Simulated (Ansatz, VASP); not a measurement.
## One calculation of CdTe, two programs

Contents of INCAR:

```
SYSTEM = CdTe
ALGO = Normal
DIPOL = 0.5 0.5 0.500
EDIFF = 1E-6
ENCUT = 520
IDIPOL = 3
ISIF = 2
ISMEAR = -1
LASPH = .TRUE.
LCHARG = .TRUE.
LDIPOL = .TRUE.
LELF = .TRUE.
LREAL = .FALSE.
LVACPOTAV = .TRUE.
LVHAR = .TRUE.
LWAVE = .FALSE.
NBANDS = 36
NELM = 60
PREC = Accurate
SIGMA = 0.02
```

File KPOINTS:

```
k-points
0
G
  7 5 1
  0 0 0
```

File POSCAR:

```
CdTe
1.0
    4.5307043190      0.0000000000      0.0000000000
    0.0000000000      6.4073834950      0.0000000000
    0.0000000000      0.0000000000     20.5307000000
Cd Te
3 3
Direct
    0.2500000000      0.1250000000      0.3896602571
    0.7500000000      0.6250000000      0.5000000000
    0.2500000000      0.1250000000      0.6103397429
    0.7500000000      0.8750000000      0.3896602571
    0.2500000000      0.3750000000      0.5000000000
    0.7500000000      0.8750000000      0.6103397429
```

Input for Ansatz:

```yaml
crystal:
  lattice:
    - [4.530704319, 0.0, 0.0]
    - [0.0, 6.407383495, 0.0]
    - [0.0, 0.0, 20.5307]
  atoms:
    - { symbol: Cd, position: [0.25, 0.125, 0.3896602571] }
    - { symbol: Te, position: [0.75, 0.875, 0.3896602571] }
    - { symbol: Cd, position: [0.75, 0.625, 0.5] }
    - { symbol: Te, position: [0.25, 0.375, 0.5] }
    - { symbol: Cd, position: [0.25, 0.125, 0.6103397429] }
    - { symbol: Te, position: [0.75, 0.875, 0.6103397429] }
kpoints:
  mp_grid: { grid: [7, 5, 1] }
scf:
  occupations: { method: fermi_dirac, width: 0.02 }
hamiltonian:
  xc: lda
  pseudopotentials: { kind: all_electron, lapw: { basis_error: 0.001 } }
output:
  forces: true
  stress: true
  eigenvalues: true
  populations: true
  dos: { projected: true, de: 0.2, e_range: [-14, 8] }
efield:
  axis: 3
  amplitude: 0
  dipole_correction: true
```

Alike in both runs: task single point; functional LDA; k mesh 7 × 5 × 1; occupations fermi-dirac, width 0.02 eV; no spin polarisation.

|  | VASP | Ansatz |
| --- | --- | --- |
| version | VASP 6.6.1 | Ansatz 0.2.0 |
| potentials or method | VASP PAW LDA potentials, release 64 (Cd, Te), cutoff 520 eV | all-electron LAPW, scalar-relativistic |

```csv
,VASP,Ansatz,Ansatz less VASP
rms of the force components (eV/Å),0.496,0.498,+0.0022
```

LDA's correlation is that of Perdew and Zunger in VASP and of Perdew and Wang (1992) in Ansatz. Ansatz ran all-electron here, and VASP with PAW potentials.

Spin-orbit coupling is off throughout.
